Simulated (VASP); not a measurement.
Input of a VASP 6.6.1 run:

POSCAR

```
LiH
1.0
    0.0000000000      2.1036375000      2.0325000000
    2.0325000000      0.0000000000      2.0325000000
    2.0325000000      2.1036375000      0.0000000000
Li H
1 1
Direct
    0.0000000000      0.0000000000      0.0000000000
    0.5000000000      0.5000000000      0.5000000000
```

File INCAR.step1:

```
SYSTEM = LiH
  PREC = Accurate
  ENCUT = 520
  ISMEAR = 0
  SIGMA = 0.05
  LREAL = .FALSE.
  LASPH = .TRUE.
  NELM = 80
  NBANDS = 9
  GGA = PE
  ALGO = Normal
  EDIFF = 1E-4
  LWAVE = .TRUE.
  LCHARG = .FALSE.
```

File INCAR.step2:

```
SYSTEM = LiH
  PREC = Accurate
  ENCUT = 520
  EDIFF = 1E-6
  ISMEAR = 0
  SIGMA = 0.05
  LREAL = .FALSE.
  LASPH = .TRUE.
  NELM = 80
  ALGO = Normal
  ISIF = 2
  LWAVE = .FALSE.
  LCHARG = .FALSE.
  METAGGA = R2SCAN
  LMIXTAU = .TRUE.
  NBANDS = 9
  ISTART = 1
```

KPOINTS

```
Automatic mesh
0
G
  10 10 10
  0 0 0
```

Potentials or basis: VASP PAW PBE potentials, release 64 (Li_sv, H).

Launch:

```console
$ cat potpaw_PBE.64/Li_sv/POTCAR potpaw_PBE.64/H/POTCAR > POTCAR
$ cp INCAR.step1 INCAR
$ mpirun -np 1 vasp_std > vasp.out
$ cp INCAR.step2 INCAR
$ mpirun -np 1 vasp_std > vasp.out
```

Predict the band gap on the k mesh.

3.24 eV (least direct gap 3.50 eV).

Caveat: the cell differs from its parent crystal (strain +0.0350 x Voigt [0, 1, 0, 0, 0, 0]). A k mesh can miss the band edges.
